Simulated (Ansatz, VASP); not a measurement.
## ScSi3 in VASP and in Ansatz

INCAR

```
PREC = Accurate
ENCUT = 520
EDIFF = 1E-7
ISMEAR = 0
SIGMA = 0.05
LREAL = False
LASPH = True
NELM = 80
ALGO = Normal
ISIF = 2
LWAVE = False
LCHARG = True
GGA = PE
LELF = True
LVHAR = True
NBANDS = 20
```

The input KPOINTS:

```
regular mesh
0
Gamma
  8 8 8
```

The input POSCAR:

```
ScSi3
1.0
    4.0935618649      0.0000000000      0.0000000000
    0.0000000000      4.0935618649      0.0000000000
    0.0000000000      0.0000000000      4.0935618649
Sc Si
1 3
Direct
    0.0000000000      0.0000000000      0.0000000000
    0.0000000000      0.5000000000      0.5000000000
    0.5000000000      0.5000000000      0.0000000000
    0.5000000000      0.0000000000      0.5000000000
```

Input for Ansatz:

```yaml
crystal:
  lattice:
    - [4.0935618649, 0.0, 0.0]
    - [0.0, 4.0935618649, 0.0]
    - [0.0, 0.0, 4.0935618649]
  atoms:
    - { symbol: Sc, position: [0.0, 0.0, 0.0] }
    - { symbol: Si, position: [0.0, 0.5, 0.5] }
    - { symbol: Si, position: [0.5, 0.5, 0.0] }
    - { symbol: Si, position: [0.5, 0.0, 0.5] }
basis:
  ecutwfc: 420
  ecutrho_ratio: 4
kpoints:
  mp_grid: { grid: [8, 8, 8] }
hamiltonian:
  xc: pbe
scf:
  occupations: { method: gaussian, width: 0.05 }
output:
  forces: true
  stress: true
  eigenvalues: true
```

Alike in both runs: task single point; functional PBE; k mesh 8 × 8 × 8; occupations gaussian, width 0.05 eV; no spin polarisation.

```csv
,VASP,Ansatz
version,VASP 6.6.1,Ansatz 0.2.0
potentials or method,"VASP PAW PBE potentials, release 64 (Sc_sv, Si), cutoff 520 eV","scalar-relativistic, plane waves, PAW"
valence electrons in the cell,23,23
```

```csv
,VASP,Ansatz,Ansatz less VASP
gap on the k mesh at the Fermi level (eV),none,none,-
pressure (GPa),-7.4,-7.5,-0.08
```

A gap of «none» marks a metal or a gap that the smearing closes.
